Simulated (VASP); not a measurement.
## N2: relaxation of the atoms with LDA

The system is N2, in a box.

```
CELL_PARAMETERS angstrom
9.00000 0.00000 0.00000
0.00000 9.50000 0.00000
0.00000 0.00000 10.00000
ATOMIC_POSITIONS crystal
N 0.50000 0.50000 0.44450
N 0.50000 0.50000 0.55550
```

* Program: VASP 6.6.1
* Task: relaxation of the atoms
* Functional: LDA
* Potentials or basis: VASP PAW LDA potentials, release 64 (N)
* Cutoff: 520 eV
* k mesh: 1 × 1 × 1
* Occupations: fermi-dirac, width 0.02 eV
* Spin: no spin polarisation
* Dipole correction: no
* Further INCAR settings: ALGO = Normal; EDIFF = 1e-06; IBRION = 2; EDIFFG = -0.02; NSW = 60

```
Energy gained by relaxing       : 1.9 meV/atom
Ionic steps                     : 4
Gap between the frontier levels : 8.09 eV
```

Forces on the atoms (eV/Å):
```
N    0.000  0.000 -0.003
N    0.000  0.000  0.003
```

The path:
| step | energy change (eV) | largest force (eV/Å) | pressure (GPa) |
| --- | --- | --- | --- |
| 1 | 0.0000 | 1.0583 | -0.08 |
| 2 | 0.8862 | 21.1637 | 1.32 |
| 3 | -0.0038 | 0.0479 | 0.00 |
| 4 | -0.0038 | 0.0025 | -0.01 |

Final structure:
```cif
data_structure
_symmetry_space_group_name_H-M 'P 1'
_symmetry_Int_Tables_number 1
_cell_length_a 9.0000
_cell_length_b 9.5000
_cell_length_c 10.0000
_cell_angle_alpha 90.000
_cell_angle_beta 90.000
_cell_angle_gamma 90.000
_cell_volume 855.00
loop_
_atom_site_label
_atom_site_type_symbol
_atom_site_fract_x
_atom_site_fract_y
_atom_site_fract_z
_atom_site_occupancy
N1 N 0.50000 0.50000 0.44485 1
N2 N 0.50000 0.50000 0.55515 1
```

Levels at points of the mesh, in eV from the valence-band top:
```
           k point  band 2  band 3  band 4  band 5  band 6  band 7  band 8  band 9
(0.00, 0.00, 0.00)   -3.06   -1.52   -1.52    0.00    8.09    8.09   10.04   11.44
```

Run time: 22 s on 1 thread of Intel(R) Xeon(R) 6975P-C (Granite Rapids), on a shared host, peak memory 0.52 GiB.

Caveat: the standard files for N, O and F lose accuracy on very short bonds.
